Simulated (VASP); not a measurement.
# Sn4O7 (a cell with a defect) in VASP: notebook

Sn4O7 (a cell with a defect) is run at these levels: PBEsol+D3(BJ); tasks: single point.

All numbers are computed with VASP 6.6.1; they aren't measurements. Logs are shortened: lines on timing, memory, paths and dates and some standing lists are left out, and cuts for length are marked.

### 1 The cell of the first run

The cell holds a defect, 11 atoms: a = 5.540 Å, b = 5.540 Å, c = 5.540 Å, α = 70.97°, β = 70.97°, γ = 70.97°.

### 2 Single point, PBEsol+D3(BJ) (atom 7 moved -0.167 of the way to it and +0.600 Å across, host rigid)

Input file INCAR:

```
SYSTEM = Sn4O7
PREC = Accurate
ENCUT = 520
EDIFF = 1E-6
ISMEAR = 0
SIGMA = 0.05
LREAL = .FALSE.
LASPH = .TRUE.
NELM = 60
ALGO = Normal
ISIF = 2
LWAVE = .FALSE.
LCHARG = .TRUE.
GGA = PS
IVDW = 12
LELF = .TRUE.
LVHAR = .TRUE.
NBANDS = 60
NELECT = 96.0
```

Input file KPOINTS:

```
Automatic mesh
0
G
  6 6 6
  0 0 0
```

Input file POSCAR:

```
Sn4O7
1.0
    3.2156683686      1.8565669983      4.1108686860
   -3.2156683686      1.8565669983      4.1108686860
    0.0000000000     -3.7131339965      4.1108686860
Sn O
4 7
Direct
    0.8647871667      0.8647871667      0.8647871667
    0.3647871667      0.3647871667      0.8647871667
    0.3647871667      0.8647871667      0.3647871667
    0.8647871667      0.3647871667      0.3647871667
    0.6190548989      0.1190548989      0.6190548989
    0.6190548989      0.6190548989      0.1190548989
    0.6479693446      0.6816538586      0.6816538586
    0.1190548989      0.1190548989      0.1190548989
    0.1105194344      0.1105194344      0.6105194344
    0.1105194344      0.6105194344      0.1105194344
    0.6105194344      0.1105194344      0.1105194344
```

Potentials or basis: VASP PAW PBE potentials, release 64 (Sn_d, O).

Launch:

```console
cat potpaw_PBE.64/Sn_d/POTCAR potpaw_PBE.64/O/POTCAR > POTCAR
mpirun -np 1 vasp_std > vasp.out
```

OUTCAR:

```text
SYSTEM = Sn4O7
   PREC = Accurate
   ENCUT = 520
   EDIFF = 1E-6
   ISMEAR = 0
   LREAL = .FALSE.
   LASPH = .TRUE.
   NELM = 60
   ISIF = 2
   GGA = PS
   IVDW = 12
   NELECT = 96.0
 IVDW          = 12

 ion  position               nearest neighbor table
   1  0.865  0.865  0.865-  10 2.10  11 2.10   9 2.10   5 2.10   6 2.10   7 2.40   2 3.22   2 3.22
                             3 3.22   4 3.22   4 3.22   3 3.22
   2  0.365  0.365  0.865-  10 2.10  11 2.10   5 2.10   8 2.10   7 2.48   1 3.22   1 3.22   3 3.22
                             3 3.22   4 3.22   4 3.22
   3  0.365  0.865  0.365-   9 2.10  11 2.10   6 2.10   8 2.10   7 2.48   4 3.22   4 3.22   2 3.22
                             1 3.22   1 3.22   2 3.22
   4  0.865  0.365  0.365-   9 2.10  10 2.10   6 2.10   8 2.10   5 2.10   7 2.62   3 3.22   3 3.22
                             1 3.22   1 3.22   2 3.22   2 3.22
   5  0.619  0.119  0.619-   1 2.10   2 2.10   4 2.10
   6  0.619  0.619  0.119-   3 2.10   4 2.10   1 2.10
   7  0.648  0.682  0.682-   1 2.40   3 2.48   2 2.48   4 2.62
   8  0.119  0.119  0.119-   3 2.10   4 2.10   2 2.10
   9  0.111  0.111  0.611-   3 2.10   4 2.10   1 2.10
  10  0.111  0.611  0.111-   1 2.10   2 2.10   4 2.10
  11  0.611  0.111  0.111-   1 2.10   2 2.10   3 2.10

  LATTYP: Found a trigonal (rhomboedric) cell.
 ALAT       =     5.5395492082
 COS(alpha) =     0.3260562443

  Lattice vectors:

 A1 = (   3.2156683686,   1.8565669983,   4.1108686860)
 A2 = (  -3.2156683686,   1.8565669983,   4.1108686860)
 A3 = (   0.0000000000,  -3.7131339965,   4.1108686860)

Analysis of symmetry for initial positions (statically):
=====================================================================
 Subroutine PRICEL returns:
 Original cell was already a primitive cell.

 Routine SETGRP: Setting up the symmetry group for a
 trigonal (rhombohedral) supercell.

 Subroutine GETGRP returns: Found  2 space group operations
 (whereof  2 operations were pure point group operations)
 out of a pool of 12 trial point group operations.

The static configuration has the point symmetry C_1h.

Analysis of symmetry for dynamics (positions and initial velocities):
=====================================================================
 Subroutine PRICEL returns:
 Original cell was already a primitive cell.

 Routine SETGRP: Setting up the symmetry group for a
 trigonal (rhombohedral) supercell.

[... 132 lines left out ...]
   PSTRESS=    0.0 pullay stress
   NELECT =      96.0000    total number of electrons
   NUPDOWN=      -1.0000    fix difference up-down
   EMIN   =  10.00;   EMAX   =-10.00  energy-range for DOS
   EFERMI =   0.00;   METHOD = LEGACY
   ISMEAR =     0;   SIGMA  =   0.05  broadening in eV -4-tet -1-fermi 0-gaus
   EFERMI_NEDOS =   21; number of points for ismear=-14 and -15
   IALGO  =     38    algorithm
   IMIX   =      4    mixing-type and parameters
     AMIX     =   0.40;   BMIX     =  1.00
     AMIX_MAG =   1.60;   BMIX_MAG =  1.00
  volume/ion in A,a.u.               =      13.39        90.34
  Fermi-wavevector in a.u.,A,eV,Ry     =   1.419525  2.682513 27.416430  2.015051
  Thomas-Fermi vector in A             =   2.540536
   LORBIT       =      0    0 simple, 1 ext, 2 COOP (PROOUT), +10 PAW based schemes
   GGA     = PS    functional components
   LHFCALC =     F    Hartree Fock is set to
   AEXX    =    0.0000 exact exchange contribution
   IVDW    =    12    specifies the selected vdW correction
   LEPSILON=     F    determine dielectric tensor
   LRPA    =     F    only Hartree local field effects (RPA)
 non-spin polarized calculation
 Gauss-broadening in eV      SIGMA  =   0.05
  energy-cutoff  :      520.00
  volume of cell :      147.25
 maximum number of plane-waves:      3982
 NGX is ok and might be reduce to    42
   NGX = 21   NGY = 21   NGZ = 21

 number of electron      95.9999992 magnetization

 Free energy of the ion-electron system (eV)
  ---------------------------------------------------
  ext. energy  EPLUGINS =         0.00000000
  ---------------------------------------------------
  free energy    TOTEN  =       -78.64869972 eV

  energy without entropy =      -78.64546052  energy(sigma->0) =      -78.64708012

 E-fermi :   5.3626     XC(G=0): -10.8867

 val. band max:        5.3512904968   @ k =   0.1667   0.1667   0.1667
 cond. band min:       5.3792309703   @ k =  -0.0000   0.1667   0.1667
 fundamental gap:      0.0279404734
 Fermi energy:         5.3625530227

 k-point     1 :       0.0000    0.0000    0.0000
  band No.  band energies     occupation
      1     -15.7659      2.00000
      2     -15.6595      2.00000
      3     -15.3459      2.00000
      4     -14.9807      2.00000
      5     -14.8684      2.00000
      6     -14.8649      2.00000
[... 1501 lines left out ...]
     59      13.9725      0.00000
     60      14.6735      0.00000

 [... further k-points ...]

------------------------ aborting loop because EDIFF is reached ----------------------------------------

 Edisp (eV)   -2.10237

 E8    (eV) :    -1.3441

  FORCE on cell =-STRESS in cart. coord.  units (eV):
  Direction    XX          YY          ZZ          XY          YZ          ZX
  --------------------------------------------------------------------------------------
  -------------------------------------------------------------------------------------
  Total     -22.02779   -21.96640   -36.34730    -0.05316     0.64616     1.11918
  in kB    -239.67058  -239.00265  -395.47222    -0.57844     7.03046    12.17712
  external pressure =     -291.38 kB  Pullay stress =        0.00 kB

 VOLUME and BASIS-vectors are now :
 -----------------------------------------------------------------------------
  energy-cutoff  :      520.00
  volume of cell :      147.25
      direct lattice vectors                 reciprocal lattice vectors
     3.215668369  1.856566998  4.110868686     0.155488671  0.089771426  0.081085863
    -3.215668369  1.856566998  4.110868686    -0.155488671  0.089771426  0.081085863
     0.000000000 -3.713133996  4.110868686     0.000000000 -0.179542852  0.081085863

 POSITION                                       TOTAL-FORCE (eV/Angst)
 -----------------------------------------------------------------------------------
      0.00000      0.00000     10.66508        -1.833668     -1.058669      0.919618
      0.00000     -1.85657      6.55421         1.912948     -1.042385      1.663923
     -1.60783      0.92828      6.55421         0.053742      2.177854      1.663923
      1.60783      0.92828      6.55421        -0.024027     -0.013872     -0.656068
      1.60783     -0.92828      5.57913        -1.700131      0.896875      0.594756
      0.00000      1.85657      5.57913        -0.073349     -1.920794      0.594756
     -0.10832     -0.06254      8.26810         0.997941      0.576161     -3.705203
      0.00000      0.00000      1.46826        -0.137356     -0.079302     -0.057725
      0.00000     -1.85657      3.41843         0.891976     -0.605041     -0.380634
     -1.60783      0.92828      3.41843        -0.077993      1.074994     -0.380634
      1.60783      0.92828      3.41843        -0.010083     -0.005821     -0.256712
 -----------------------------------------------------------------------------------
    total drift:                                0.000162      0.000094     -0.001197

  FREE ENERGIE OF THE ION-ELECTRON SYSTEM (eV)
  ---------------------------------------------------
  free  energy   TOTEN  =       -80.7510709456 eV

  energy  without entropy=      -80.7478317478  energy(sigma->0) =      -80.74945135
```

OSZICAR:

```text
N       E                     dE             d eps       ncg     rms          rms(c)
DAV:   1     0.139972403136E+04    0.13997E+04   -0.44614E+04  9176   0.251E+03
DAV:   2     0.220554030214E+03   -0.11792E+04   -0.11187E+04  8376   0.740E+02
DAV:   3    -0.604735625936E+02   -0.28103E+03   -0.26644E+03  9004   0.268E+02
DAV:   4    -0.860478630171E+02   -0.25574E+02   -0.24918E+02  9752   0.872E+01
DAV:   5    -0.869808253481E+02   -0.93296E+00   -0.92829E+00  9480   0.170E+01    0.175E+01
DAV:   6    -0.790283801155E+02    0.79524E+01   -0.24665E+01 12756   0.678E+01    0.902E+00
DAV:   7    -0.794431172049E+02   -0.41474E+00   -0.59189E+00 10968   0.147E+01    0.720E+00
DAV:   8    -0.787252416332E+02    0.71788E+00   -0.79812E-01 11708   0.797E+00    0.338E+00
DAV:   9    -0.787061056997E+02    0.19136E-01   -0.64431E-01 10456   0.540E+00    0.213E+00
DAV:  10    -0.786518055535E+02    0.54300E-01   -0.74698E-02 11152   0.256E+00    0.697E-01
DAV:  11    -0.786486777380E+02    0.31278E-02   -0.37972E-02 10268   0.109E+00    0.223E-01
DAV:  12    -0.786486281381E+02    0.49600E-04   -0.37465E-03  9572   0.422E-01    0.159E-01
DAV:  13    -0.786486472696E+02   -0.19132E-04   -0.11282E-03 10464   0.208E-01    0.573E-02
DAV:  14    -0.786486938892E+02   -0.46620E-04   -0.33172E-04 11908   0.133E-01    0.413E-02
DAV:  15    -0.786487047719E+02   -0.10883E-04   -0.65382E-05  9896   0.534E-02    0.380E-02
DAV:  16    -0.786486990717E+02    0.57002E-05   -0.32709E-05  9756   0.377E-02    0.635E-03
DAV:  17    -0.786486997155E+02   -0.64382E-06   -0.76552E-06  8972   0.161E-02
   1 F= -.80751071E+02 E0= -.80749451E+02  d E =-.323920E-02
```

Wall time 6 min (1 thread of Intel Xeon 6975P-C (Granite Rapids), shared host); peak memory 0.54 GiB.

What came out:

| Property | Result |
| --- | --- |
| Free energy | -80.7511 eV |
| Largest force | 3.880 eV/Å |
| Dispersion energy per atom | -0.191 eV |

Forces on the atoms (eV/Å):
```
Sn  -1.834 -1.059  0.920
Sn   1.913 -1.042  1.664
Sn   0.054  2.178  1.664
Sn  -0.024 -0.014 -0.656
O   -1.700  0.897  0.595
O   -0.073 -1.921  0.595
O    0.998  0.576 -3.705
O   -0.137 -0.079 -0.058
O    0.892 -0.605 -0.381
O   -0.078  1.075 -0.381
O   -0.010 -0.006 -0.257
```

Caveat: the cell carries a net charge on a neutralising background, which shifts energy and pressure; the cell differs from its parent crystal (atom 7 moved -0.167 of the way to it and +0.600 Å across, host rigid); the cell is charged against a uniform background, so pressure and absolute levels hang on convention; the PAW data sets were made with another functional, which shifts forces and pressure a little; spin-orbit coupling is left out, which moves the levels of the heavy elements.

### 3 Single point, PBEsol+D3(BJ) (atom 7 moved -0.167 of the way to it and -0.600 Å across, host rigid)

Input file INCAR:

```
ALGO     = Normal         # electronic algorithm
EDIFF    = 1E-6           # SCF threshold, eV
ENCUT    = 520            # plane-wave cutoff, eV
GGA      = PS             # functional
ISIF     = 2              # what is computed and relaxed
ISMEAR   = 0              # smearing method
IVDW     = 12             # dispersion correction
LASPH    = T              # aspherical terms in the spheres
LCHARG   = F              # write CHGCAR
LREAL    = F              # projectors in reciprocal space
LWAVE    = F              # write WAVECAR
NBANDS   = 60             # bands
NELECT   = 96.0         
NELM     = 80             # most SCF steps
PREC     = Accurate       # precision mode
SIGMA    = 0.05           # smearing width, eV
```

Input file KPOINTS:

```
k-points
0
Gamma
  6 6 6
```

Changes to POSCAR since step 2:

```diff
@@ -14,3 +14,3 @@
     0.6190548989      0.6190548989      0.1190548989
-    0.6479693446      0.6816538586      0.6816538586
+    0.7369238003      0.5365392862      0.5365392862
     0.1190548989      0.1190548989      0.1190548989
```

Potentials or basis: VASP PAW PBE potentials, release 64 (Sn_d, O).

Launch:

```console
cat potpaw_PBE.64/Sn_d/POTCAR potpaw_PBE.64/O/POTCAR > POTCAR
mpirun -np 1 vasp_std > vasp.out
```

OUTCAR:

```text
EDIFF = 1E-6
   ENCUT = 520
   GGA = PS
   ISIF = 2
   ISMEAR = 0
   IVDW = 12
   LASPH = T
   LREAL = F
   NELECT = 96.0
   NELM = 80
   PREC = Accurate
 IVDW          = 12

 ion  position               nearest neighbor table
   1  0.865  0.865  0.865-  10 2.10  11 2.10   9 2.10   5 2.10   6 2.10   2 3.22   2 3.22   3 3.22
                             4 3.22   4 3.22   3 3.22
   2  0.365  0.365  0.865-  10 2.10  11 2.10   5 2.10   8 2.10   7 2.48   1 3.22   1 3.22   3 3.22
                             3 3.22   4 3.22   4 3.22
   3  0.365  0.865  0.365-   9 2.10  11 2.10   6 2.10   8 2.10   7 2.48   4 3.22   4 3.22   2 3.22
[... 1763 lines left out ...]

 VOLUME and BASIS-vectors are now :
 -----------------------------------------------------------------------------
  energy-cutoff  :      520.00
  volume of cell :      147.25
      direct lattice vectors                 reciprocal lattice vectors
     3.215668369  1.856566998  4.110868686     0.155488671  0.089771426  0.081085863
    -3.215668369  1.856566998  4.110868686    -0.155488671  0.089771426  0.081085863
     0.000000000 -3.713133996  4.110868686     0.000000000 -0.179542852  0.081085863

 POSITION                                       TOTAL-FORCE (eV/Angst)
 -----------------------------------------------------------------------------------
      0.00000      0.00000     10.66508        -2.194614     -1.267061      1.159609
      0.00000     -1.85657      6.55421         2.527535     -1.025507      1.064749
     -1.60783      0.92828      6.55421         0.375653      2.701663      1.064749
      1.60783      0.92828      6.55421        26.688514     15.408621    -25.586085
      1.60783     -0.92828      5.57913         0.029572     -1.032548     -1.226517
      0.00000      1.85657      5.57913        -0.879427      0.541885     -1.226517
      0.64437      0.37203      7.44068       -29.338440    -16.938556     25.688076
      0.00000      0.00000      1.46826        -0.226856     -0.130975     -0.110872
      0.00000     -1.85657      3.41843         2.628229     -0.958823     -0.364613
     -1.60783      0.92828      3.41843         0.483749      2.755524     -0.364613
      1.60783      0.92828      3.41843        -0.093915     -0.054222     -0.097965
 -----------------------------------------------------------------------------------
    total drift:                               -0.000083     -0.000048     -0.000854

  FREE ENERGIE OF THE ION-ELECTRON SYSTEM (eV)
  ---------------------------------------------------
  free  energy   TOTEN  =       -73.3668386210 eV

  energy  without entropy=      -73.3639474382  energy(sigma->0) =      -73.36539303
```

OSZICAR:

```text
N       E                     dE             d eps       ncg     rms          rms(c)
DAV:   1     0.142892260887E+04    0.14289E+04   -0.44712E+04  9212   0.251E+03
DAV:   2     0.229706277195E+03   -0.11992E+04   -0.11372E+04  8424   0.745E+02
DAV:   3    -0.558501094434E+02   -0.28556E+03   -0.27100E+03  8888   0.272E+02
DAV:   4    -0.817338657329E+02   -0.25884E+02   -0.25323E+02  9680   0.895E+01
DAV:   5    -0.826723872285E+02   -0.93852E+00   -0.93357E+00  9392   0.173E+01    0.215E+01
DAV:   6    -0.712226546793E+02    0.11450E+02   -0.29537E+01 12144   0.777E+01    0.876E+00
DAV:   7    -0.714504002067E+02   -0.22775E+00   -0.63806E+00  8872   0.122E+01    0.490E+00
DAV:   8    -0.713337980508E+02    0.11660E+00   -0.73227E-01 12352   0.636E+00    0.210E+00
DAV:   9    -0.712697399171E+02    0.64058E-01   -0.12894E-01 12504   0.363E+00    0.697E-01
DAV:  10    -0.712672952059E+02    0.24447E-02   -0.53896E-02 12144   0.168E+00    0.490E-01
DAV:  11    -0.712651109647E+02    0.21842E-02   -0.10415E-02 11232   0.852E-01    0.228E-01
DAV:  12    -0.712654377597E+02   -0.32679E-03   -0.46225E-03 12236   0.552E-01    0.122E-01
DAV:  13    -0.712654089283E+02    0.28831E-04   -0.97345E-04  9704   0.256E-01    0.762E-02
DAV:  14    -0.712653596023E+02    0.49326E-04   -0.22294E-04 11772   0.114E-01    0.457E-02
DAV:  15    -0.712653805477E+02   -0.20945E-04   -0.93168E-05 11320   0.617E-02    0.193E-02
DAV:  16    -0.712653824910E+02   -0.19433E-05   -0.15627E-05 10188   0.395E-02    0.555E-03
DAV:  17    -0.712653829659E+02   -0.47487E-06   -0.39918E-06  7984   0.122E-02
   1 F= -.73366839E+02 E0= -.73365393E+02  d E =-.289118E-02
```

Run time: 6.1 min. Hardware: 1 thread of Intel Xeon 6975P-C (Granite Rapids), shared host; peak memory 0.54 GiB.

Results:

```
Free energy                : -73.3668 eV
Largest force              : 42.515 eV/Å
Dispersion energy per atom : -0.191 eV
```

Forces in eV/Å, atoms in the order of the input:
```
Sn   -2.195  -1.267   1.160
Sn    2.528  -1.026   1.065
Sn    0.376   2.702   1.065
Sn   26.689  15.409 -25.586
O     0.030  -1.033  -1.227
O    -0.879   0.542  -1.227
O   -29.338 -16.939  25.688
O    -0.227  -0.131  -0.111
O     2.628  -0.959  -0.365
O     0.484   2.756  -0.365
O    -0.094  -0.054  -0.098
```

Levels at points of the mesh, in eV from the Fermi level:
| k point | band 44 | band 45 | band 46 | band 47 | band 48 | band 49 | band 50 | band 51 | band 52 | band 53 |
| --- | --- | --- | --- | --- | --- | --- | --- | --- | --- | --- |
| (0.00, 0.00, 0.00) | -0.81 | -0.74 | -0.49 | -0.12 | -0.10 | 0.10 | 2.99 | 3.06 | 4.04 | 5.09 |
| (0.50, 0.00, 0.00) | -0.72 | -0.72 | -0.39 | -0.16 | -0.04 | 0.47 | 2.18 | 3.23 | 5.24 | 6.48 |
| (0.00, 0.50, 0.00) | -0.76 | -0.63 | -0.42 | -0.19 | -0.02 | 0.41 | 1.85 | 3.27 | 5.31 | 5.87 |
| (0.50, 0.50, 0.00) | -1.27 | -0.83 | -0.76 | -0.28 | -0.10 | 0.64 | 2.17 | 3.22 | 5.64 | 5.99 |
| (0.00, 0.50, 0.50) | -1.15 | -0.95 | -0.77 | -0.32 | -0.26 | 0.85 | 2.25 | 2.89 | 5.48 | 6.60 |
| (0.50, 0.50, 0.50) | -1.46 | -1.25 | -1.13 | -0.73 | -0.55 | 0.27 | 2.86 | 3.34 | 4.76 | 5.84 |

Caveat: the cell carries a net charge on a neutralising background, which shifts energy and pressure; the cell differs from its parent crystal (atom 7 moved -0.167 of the way to it and -0.600 Å across, host rigid); the cell is charged against a uniform background, so pressure and absolute levels hang on convention; the PAW data sets were made with another functional, which shifts forces and pressure a little; spin-orbit coupling is left out, which moves the levels of the heavy elements.
